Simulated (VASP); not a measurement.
# TiC (Fm-3m) in VASP: notebook

TiC is run at these levels: PBE; tasks: single point, relaxation of cell and atoms.

Program: VASP 6.6.1. These are calculated values, not measurements. Logs are shortened: lines on timing, memory, paths and dates and some standing lists are left out, and cuts for length are marked.

## Step 1: The cell of the first run

Symmetry: Fm-3m, No. 225, cubic system. The conventional cell has a = 4.333 Å, b = 4.333 Å, c = 4.333 Å, α = 90.00°, β = 90.00°, γ = 90.00°. Within 2.9 Å of Ti (site symmetry m-3m) lie 6 C at 2.17 Å. C (site symmetry m-3m) has 6 Ti at 2.17 Å within 2.9 Å.

## Step 2: Single point, PBE

Contents of INCAR:

```
ALGO     = Normal         # electronic algorithm
EDIFF    = 1E-7           # SCF threshold, eV
ENCUT    = 520            # plane-wave cutoff, eV
GGA      = PE             # functional
ISIF     = 2              # what is computed and relaxed
ISMEAR   = 0              # smearing method
LASPH    = True           # aspherical terms in the spheres
LCHARG   = False          # write CHGCAR
LREAL    = False          # projectors in reciprocal space
LWAVE    = False          # write WAVECAR
NBANDS   = 15             # bands
NELM     = 80             # most SCF steps
PREC     = Accurate       # precision mode
SIGMA    = 0.1            # smearing width, eV
```

Contents of KPOINTS:

```
k-points
0
Gamma
  16 16 16
```

Contents of POSCAR:

```
TiC
1.0
    0.0000000000      2.1664615273      2.1664615273
    2.1664615273      0.0000000000      2.1664615273
    2.1664615273      2.1664615273      0.0000000000
Ti C
1 1
Direct
    0.0000000000      0.0000000000      0.0000000000
    0.5000000000      0.5000000000      0.5000000000
```

Potentials or basis: VASP PAW PBE potentials, release 64 (Ti_sv, C).

Launch:

```console
$ cat potpaw_PBE.64/Ti_sv/POTCAR potpaw_PBE.64/C/POTCAR > POTCAR
$ mpirun -np 1 vasp_std > vasp.out
```

OUTCAR:

```text
EDIFF = 1E-7
   ENCUT = 520
   GGA = PE
   ISIF = 2
   ISMEAR = 0
   LASPH = True
   LREAL = False
   NELM = 80
   PREC = Accurate

 ion  position               nearest neighbor table
   1  0.000  0.000  0.000-   2 2.17   2 2.17   2 2.17   2 2.17   2 2.17   2 2.17
   2  0.500  0.500  0.500-   1 2.17   1 2.17   1 2.17   1 2.17   1 2.17   1 2.17

  LATTYP: Found a face centered cubic cell.
 ALAT       =     4.3329230546

  Lattice vectors:

 A1 = (   0.0000000000,   2.1664615273,   2.1664615273)
 A2 = (   2.1664615273,   0.0000000000,   2.1664615273)
 A3 = (   2.1664615273,   2.1664615273,   0.0000000000)

Analysis of symmetry for initial positions (statically):
=====================================================================
 Subroutine PRICEL returns:
 Original cell was already a primitive cell.

 Routine SETGRP: Setting up the symmetry group for a
 face centered cubic supercell.

 Subroutine GETGRP returns: Found 48 space group operations
 (whereof 48 operations were pure point group operations)
 out of a pool of 48 trial point group operations.

The static configuration has the point symmetry O_h .

Analysis of symmetry for dynamics (positions and initial velocities):
=====================================================================
 Subroutine PRICEL returns:
 Original cell was already a primitive cell.

 Routine SETGRP: Setting up the symmetry group for a
 face centered cubic supercell.

 Subroutine GETGRP returns: Found 48 space group operations
 (whereof 48 operations were pure point group operations)
 out of a pool of 48 trial point group operations.

The dynamic configuration has the point symmetry O_h .

 Subroutine INISYM returns: Found 48 space group operations
 (whereof 48 operations are pure point group operations),
 and found     1 'primitive' translations

----------------------------------------------------------------------------------------

                                     Primitive cell

  volume of cell :      20.3368

  direct lattice vectors                    reciprocal lattice vectors
     0.000000000  2.166461527  2.166461527    -0.230791082  0.230791082  0.230791082
     2.166461527  0.000000000  2.166461527     0.230791082 -0.230791082  0.230791082
     2.166461527  2.166461527  0.000000000     0.230791082  0.230791082 -0.230791082

  length of vectors
     3.063839274  3.063839274  3.063839274     0.399741880  0.399741880  0.399741880

  position of ions in fractional coordinates (direct lattice)
     0.000000000  0.000000000  0.000000000
     0.500000000  0.500000000  0.500000000

  ion indices of the primitive-cell ions
   primitive index   ion index
                 1           1
[... 87 lines left out ...]
   EFERMI =   0.00;   METHOD = LEGACY
   ISMEAR =     0;   SIGMA  =   0.10  broadening in eV -4-tet -1-fermi 0-gaus
   EFERMI_NEDOS =   21; number of points for ismear=-14 and -15
   IALGO  =     38    algorithm
   IMIX   =      4    mixing-type and parameters
     AMIX     =   0.40;   BMIX     =  1.00
     AMIX_MAG =   1.60;   BMIX_MAG =  1.00
  volume/ion in A,a.u.               =      10.17        68.62
  Fermi-wavevector in a.u.,A,eV,Ry     =   1.511311  2.855964 31.076536  2.284061
  Thomas-Fermi vector in A             =   2.621385
   LORBIT       =      0    0 simple, 1 ext, 2 COOP (PROOUT), +10 PAW based schemes
   GGA     = PE    functional components
   LHFCALC =     F    Hartree Fock is set to
   AEXX    =    0.0000 exact exchange contribution
   IVDW    =     0    specifies the selected vdW correction
   LEPSILON=     F    determine dielectric tensor
   LRPA    =     F    only Hartree local field effects (RPA)
 non-spin polarized calculation
 Gauss-broadening in eV      SIGMA  =   0.10
  energy-cutoff  :      520.00
  volume of cell :       20.34
 maximum number of plane-waves:       568
   NGX = 11   NGY = 11   NGZ = 11

 number of electron      16.0000000 magnetization

 Free energy of the ion-electron system (eV)
  ---------------------------------------------------
  ext. energy  EPLUGINS =         0.00000000
  ---------------------------------------------------
  free energy    TOTEN  =       -18.70952851 eV

  energy without entropy =      -18.70749229  energy(sigma->0) =      -18.70851040

 E-fermi :   9.3946     XC(G=0): -12.6926

 val. band max:        9.3757449605   @ k =  -0.0625   0.0625   0.0000
 cond. band min:       9.3969839537   @ k =   0.1250   0.1250   0.0000
 fundamental gap:      0.0212389932
 Fermi energy:         9.3945610290

 k-point     1 :       0.0000    0.0000    0.0000
  band No.  band energies     occupation
      1     -47.1918      2.00000
      2     -23.2164      2.00000
      3     -23.2164      2.00000
      4     -23.2164      2.00000
      5      -2.9918      2.00000
      6      10.0934      0.00000
      7      10.0934      0.00000
      8      10.0934      0.00000
      9      11.0761      0.00000
     10      11.0761      0.00000
     11      11.0761      0.00000
     12      11.1108      0.00000
     13      11.1108      0.00000
     14      19.8674      0.00000
[... 401 lines left out ...]
      2     -23.2628      2.00000
      3     -23.2293      2.00000
      4     -23.2176      2.00000
      5      -2.7590      2.00000
      6       9.1829      1.99724
      7       9.3685      1.28715
      8       9.3757      1.20984
      9      10.2039      0.00000
     10      10.7777      0.00000
     11      11.6649      0.00000
     12      12.2204      0.00000
     13      13.0816      0.00000
     14      20.2752      0.00000
     15      23.4964      0.00000

 [... further k-points ...]

------------------------ aborting loop because EDIFF is reached ----------------------------------------

  FORCE on cell =-STRESS in cart. coord.  units (eV):
  Direction    XX          YY          ZZ          XY          YZ          ZX
  --------------------------------------------------------------------------------------
  -------------------------------------------------------------------------------------
  Total        0.0273470      0.0273470      0.0273470      0.0000000      0.0000000      0.0000000
  in kB        2.1544568      2.1544568      2.1544568      0.0000000      0.0000000      0.0000000
  external PRESSURE =       2.1544568 kB  Pullay stress =       0.0000000 kB

 VOLUME and BASIS-vectors are now :
 -----------------------------------------------------------------------------
  energy-cutoff  :      520.00
  volume of cell :       20.34
      direct lattice vectors                 reciprocal lattice vectors
     0.000000000  2.166461527  2.166461527    -0.230791082  0.230791082  0.230791082
     2.166461527  0.000000000  2.166461527     0.230791082 -0.230791082  0.230791082
     2.166461527  2.166461527  0.000000000     0.230791082  0.230791082 -0.230791082

 POSITION                                       TOTAL-FORCE (eV/Angst)
 -----------------------------------------------------------------------------------
      0.00000      0.00000      0.00000         0.000000     -0.000000     -0.000000
      2.16646      2.16646      2.16646        -0.000000      0.000000      0.000000
 -----------------------------------------------------------------------------------
    total drift:                                0.000000     -0.000000     -0.000000

  FREE ENERGIE OF THE ION-ELECTRON SYSTEM (eV)
  ---------------------------------------------------
  free  energy   TOTEN  =       -18.7095285067 eV

  energy  without entropy=      -18.7074922887  energy(sigma->0) =      -18.70851040
```

stdout:

```text
POSCAR found type information on POSCAR TiC
 POSCAR found :  2 types and       2 ions
 scaLAPACK will be used
 LDA part: xc-table for (Slater+PW92), standard interpolation
 POSCAR, INCAR and KPOINTS ok, starting setup
 FFT: planning ... GRIDC
 FFT: planning ... GRID_SOFT
 FFT: planning ... GRID
 WAVECAR not read
 entering main loop
```

Wall time 1.9 min (1 thread of AMD EPYC 7R13, shared host); peak memory 0.14 GiB.

Results:

```
Free energy            : -18.7095 eV
Pressure               : 0.2 GPa
Band gap on the k mesh : zero (band 8 reaches 10.09 eV, above the bottom of band 9 at 9.00 eV)
```

## Step 3: Relaxation of cell and atoms, PBE

This run uses another cell than the first one, of 10.13 Å³/atom, 0.997 times its volume.

Contents of INCAR:

```
SYSTEM = TiC
PREC     = Accurate       ! precision mode
ENCUT    = 600            ! plane-wave cutoff, eV
EDIFF    = 1E-7           ! SCF threshold, eV
ISMEAR   = 0              ! smearing method
SIGMA    = 0.1            ! smearing width, eV
LREAL    = .False.        ! projectors in reciprocal space
LASPH    = .True.         ! aspherical terms in the spheres
NELM     = 100            ! most SCF steps
ALGO     = Normal         ! electronic algorithm
ISIF     = 3              ! what is computed and relaxed
LWAVE    = .False.        ! write WAVECAR
LCHARG   = .False.        ! write CHGCAR
GGA      = PE             ! functional
IBRION   = 2              ! ionic algorithm
NSW      = 100            ! ionic steps
EDIFFG   = -0.005         ! ionic threshold
```

Contents of KPOINTS:

```
Automatic mesh
0
Gamma
  16 16 16
  0 0 0
```

Contents of POSCAR:

```
TiC
1.0
    0.0000000000      2.1640000000      2.1640000000
    2.1640000000      0.0000000000      2.1640000000
    2.1640000000      2.1640000000      0.0000000000
Ti C
1 1
Direct
    0.0000000000      0.0000000000      0.0000000000
    0.5000000000      0.5000000000      0.5000000000
```

Potentials or basis: VASP PAW PBE potentials, release 64 (Ti_sv, C).

Launch:

```console
$ cat potpaw_PBE.64/Ti_sv/POTCAR potpaw_PBE.64/C/POTCAR > POTCAR
$ mpirun -np 1 vasp_std > vasp.out
```

OUTCAR:

```text
SYSTEM = TiC
   PREC = Accurate
   ENCUT = 600
   EDIFF = 1E-7
   ISMEAR = 0
   LREAL = .False.
   LASPH = .True.
   NELM = 100
   ISIF = 3
   GGA = PE
   IBRION = 2
   NSW = 100
   EDIFFG = -0.005

 ion  position               nearest neighbor table
   1  0.000  0.000  0.000-   2 2.16   2 2.16   2 2.16   2 2.16   2 2.16   2 2.16
   2  0.500  0.500  0.500-   1 2.16   1 2.16   1 2.16   1 2.16   1 2.16   1 2.16

  LATTYP: Found a face centered cubic cell.
 ALAT       =     4.3280000000

  Lattice vectors:

 A1 = (   0.0000000000,   2.1640000000,   2.1640000000)
 A2 = (   2.1640000000,   0.0000000000,   2.1640000000)
 A3 = (   2.1640000000,   2.1640000000,   0.0000000000)

Analysis of symmetry for initial positions (statically):
=====================================================================
 Subroutine PRICEL returns:
 Original cell was already a primitive cell.

 Routine SETGRP: Setting up the symmetry group for a
 face centered cubic supercell.

 Subroutine GETGRP returns: Found 48 space group operations
 (whereof 48 operations were pure point group operations)
 out of a pool of 48 trial point group operations.

The static configuration has the point symmetry O_h .

Analysis of symmetry for dynamics (positions and initial velocities):
=====================================================================
 Subroutine PRICEL returns:
 Original cell was already a primitive cell.

 Routine SETGRP: Setting up the symmetry group for a
 face centered cubic supercell.

 Subroutine GETGRP returns: Found 48 space group operations
 (whereof 48 operations were pure point group operations)
 out of a pool of 48 trial point group operations.

The dynamic configuration has the point symmetry O_h .

 Subroutine INISYM returns: Found 48 space group operations
 (whereof 48 operations are pure point group operations),
 and found     1 'primitive' translations

----------------------------------------------------------------------------------------
[... 135 lines left out ...]

 Free energy of the ion-electron system (eV)
  ---------------------------------------------------
  ext. energy  EPLUGINS =         0.00000000
  ---------------------------------------------------
  free energy    TOTEN  =       -18.70979216 eV

  energy without entropy =      -18.70776280  energy(sigma->0) =      -18.70877748

------------------------ aborting loop because EDIFF is reached ----------------------------------------

  FORCE on cell =-STRESS in cart. coord.  units (eV):
  Direction    XX          YY          ZZ          XY          YZ          ZX
  --------------------------------------------------------------------------------------
  -------------------------------------------------------------------------------------
  Total        0.1240772      0.1240772      0.1240772      0.0000000      0.0000000     -0.0000000
  in kB        9.8084615      9.8084615      9.8084615      0.0000000      0.0000000     -0.0000000
  external PRESSURE =       9.8084615 kB  Pullay stress =       0.0000000 kB
[... 59 lines left out ...]
--------------------------------------- Ionic step        3  -------------------------------------------

 number of electron      16.0000000 magnetization

 Free energy of the ion-electron system (eV)
  ---------------------------------------------------
  ext. energy  EPLUGINS =         0.00000000
  ---------------------------------------------------
  free energy    TOTEN  =       -18.71003071 eV

  energy without entropy =      -18.70799368  energy(sigma->0) =      -18.70901219

 E-fermi :   9.3891     XC(G=0): -12.6902

 val. band max:        9.3704814649   @ k =  -0.0625   0.0625   0.0000
 cond. band min:       9.3915990700   @ k =   0.1250   0.1250   0.0000
 fundamental gap:      0.0211176051
 Fermi energy:         9.3890794272

 k-point     1 :       0.0000    0.0000    0.0000
  band No.  band energies     occupation
      1     -47.1985      2.00000
      2     -23.2239      2.00000
      3     -23.2239      2.00000
      4     -23.2239      2.00000
      5      -2.9945      2.00000
      6      10.0878      0.00000
      7      10.0878      0.00000
      8      10.0878      0.00000
      9      11.0700      0.00000
     10      11.0700      0.00000
     11      11.0700      0.00000
     12      11.1043      0.00000
[... 331 lines left out ...]
 k-point    24 :      -0.0625    0.0625    0.0000
  band No.  band energies     occupation
      1     -47.1913      2.00000
      2     -23.2702      2.00000
      3     -23.2367      2.00000
      4     -23.2250      2.00000
      5      -2.7622      2.00000
      6       9.1775      1.99723
      7       9.3630      1.28776
      8       9.3705      1.20746
      9      10.1982      0.00000
     10      10.7716      0.00000
     11      11.6584      0.00000
     12      12.2134      0.00000

 [... further k-points ...]

------------------------ aborting loop because EDIFF is reached ----------------------------------------

  FORCE on cell =-STRESS in cart. coord.  units (eV):
  Direction    XX          YY          ZZ          XY          YZ          ZX
  --------------------------------------------------------------------------------------
  -------------------------------------------------------------------------------------
  Total        0.0012998      0.0012998      0.0012998      0.0000000      0.0000000      0.0000000
  in kB        0.1023563      0.1023563      0.1023563      0.0000000      0.0000000      0.0000000
  external PRESSURE =       0.1023563 kB  Pullay stress =       0.0000000 kB
[... 17 lines left out ...]
  FREE ENERGIE OF THE ION-ELECTRON SYSTEM (eV)
  ---------------------------------------------------
  free  energy   TOTEN  =       -18.7100307059 eV

  energy  without entropy=      -18.7079936815  energy(sigma->0) =      -18.70901219

 reached required accuracy - stopping structural energy minimisation
```

Wall time 3.5 min (1 thread of AMD EPYC 7R13, shared host); peak memory 0.15 GiB.

What came out:

| Item | Value |
| --- | --- |
| Free energy | -18.7100 eV |
| Relaxed volume | 10.17 Å³/atom |
| Relaxed cell | a = 3.064 Å, b = 3.064 Å, c = 3.064 Å, α = 60.00°, β = 60.00°, γ = 60.00° |
| Space group after relaxing (to 0.05 Å) | Fm-3m (No. 225) |
| Energy gained by relaxing | 0.1 meV/atom |
| Ionic steps | 3 |
| Pressure after relaxing | 0.0 GPa |
| Band gap on the k mesh | zero (band 8 reaches 10.09 eV, above the bottom of band 9 at 8.99 eV) |

The path:
| step | energy change (eV) | largest force (eV/Å) | pressure (GPa) | volume (Å³) |
| --- | --- | --- | --- | --- |
| 1 | 0.0000 | 0.0000 | 0.98 | 20.27 |
| 2 | 0.0002 | 0.0000 | -1.22 | 20.45 |
| 3 | -0.0002 | 0.0000 | 0.01 | 20.35 |

Final structure:
```
CELL_PARAMETERS angstrom
0.00000 2.16678 2.16678
2.16678 0.00000 2.16678
2.16678 2.16678 0.00000
ATOMIC_POSITIONS crystal
Ti 0.00000 0.00000 0.00000
C 0.50000 0.50000 0.50000
```

## Step 4: Single point, PBE

This run uses another cell than the first one, of 10.13 Å³/atom, 0.997 times its volume.

Contents of INCAR:

```
SYSTEM = TiC
ALGO = Normal
EDIFF = 1E-6
ENCUT = 600
GGA = PE
GGA_COMPAT = .False.
ISIF = 2
ISMEAR = 0
LASPH = .True.
LCHARG = .False.
LREAL = .False.
LWAVE = .False.
NBANDS = 15
NELM = 120
PREC = Accurate
SIGMA = 0.1
```

Contents of KPOINTS:

```
k-points
0
Gamma
  8 8 8
  0 0 0
```

POSCAR is that of step 3.

Launch:

```console
$ cat potpaw_PBE.64/Ti_sv/POTCAR potpaw_PBE.64/C/POTCAR > POTCAR
$ mpirun -np 1 vasp_std > vasp.out
```

Run time: 12 s. Hardware: 1 thread of Intel Xeon 8259CL, shared host; peak memory 0.14 GiB.

It converged, with:

- Free energy: -18.7082 eV
- Pressure: 1.0 GPa
- Band gap on the k mesh: zero (band 8 reaches 10.13 eV, above the bottom of band 9 at 9.04 eV)

Levels at points of the mesh, in eV from the Fermi level:
| k point | band 6 | band 7 | band 8 | band 9 | band 10 | band 11 |
| --- | --- | --- | --- | --- | --- | --- |
| (0.00, 0.00, 0.00) | 0.74 | 0.74 | 0.74 | 1.73 | 1.73 | 1.73 |
| (0.50, 0.00, 0.00) | -5.80 | -2.86 | -2.86 | 2.97 | 2.97 | 4.15 |
| (0.50, 0.50, 0.00) | -3.39 | -1.58 | 0.01 | 0.01 | 2.76 | 3.57 |

## Step 5: Summary

```csv
task,cell,k mesh,cutoff (eV),gap on the mesh (eV),pressure (GPa)
single point,"a = 3.064 Å, angles 60.0°, 2 atoms",16 × 16 × 16,520,none,0.2
relaxation of cell and atoms,"relaxed from a = 3.060 Å, angles 60.0°, 2 atoms",16 × 16 × 16,600,none,0.0
single point,"a = 3.060 Å, angles 60.0°, 2 atoms",8 × 8 × 8,600,none,1.0
```

Alike in all rows: level PBE; potentials or basis VASP PAW PBE potentials, release 64 (Ti_sv, C); no spin polarisation; smearing gaussian 0.1 eV.

Total energies depend on the potentials used, so only differences within one code and one set of settings carry meaning.
